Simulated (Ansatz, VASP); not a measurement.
# Two plane-wave programs on NaCl

```
CELL_PARAMETERS angstrom
-2.43611 2.43611 2.39493
2.43611 -2.43611 2.39493
2.43611 2.43611 -2.39493
ATOMIC_POSITIONS crystal
Na 0.00000 0.00000 0.00000
Cl 0.25000 0.75000 0.50000
```

Alike in both runs: functional PBE; k mesh 8 × 8 × 8; occupations gaussian, width 0.1 eV; no spin polarisation.

Ansatz relaxed the structure, and its values are those at the end. VASP's run is a single point on that final structure, the one shown.

|  | VASP | Ansatz |
| --- | --- | --- |
| version | VASP 6.6.1 | Ansatz 0.2.0 |
| potentials or method | VASP PAW PBE potentials, release 64 (Na_pv, Cl), cutoff 520 eV | scalar-relativistic, plane waves, PAW |
| valence electrons in the cell | 14 | 16 |

```tsv
	VASP	Ansatz	Ansatz less VASP
gap on the k mesh at the Fermi level (eV)	4.66	4.66	-0.001
least direct gap on the mesh (eV)	4.66	4.66	-0.001
pressure (GPa)	0.0	0.0	+0.02
```

VASP's potentials hold 14 valence electrons a cell and Ansatz's 16, so a difference there can come from the potentials and not from the codes.
